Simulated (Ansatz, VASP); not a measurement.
Nb: VASP beside Ansatz

```
Nb
1.0
     0.00000    2.11500    2.11500
     2.22075    0.00000    2.11500
     2.22075    2.11500    0.00000
Nb
1
Cartesian
  0.0000 0.0000 0.0000
```

Change from the starting cell: strain +0.0500 x Voigt [1, 0, 0, 0, 0, 0], atoms carried along.

Alike in both runs: task single point; functional PBE; k mesh 20 × 20 × 20; occupations gaussian, width 0.15 eV; no spin polarisation.

```csv
,VASP,Ansatz
version,VASP 6.6.1,Ansatz 0.2.0
potentials or method,"VASP PAW PBE potentials, release 64 (Nb_sv), cutoff 520 eV","scalar-relativistic, plane waves, PAW"
valence electrons in the cell,13,13
```

```csv
,VASP,Ansatz,Ansatz less VASP
gap on the k mesh at the Fermi level (eV),none,none,-
pressure (GPa),-9.1,-8.8,+0.26
"traceless stress, the component that is largest in VASP (GPa)",5.95,6.00,+0.048
```

A gap of «none» marks a metal or a gap that the smearing closes.
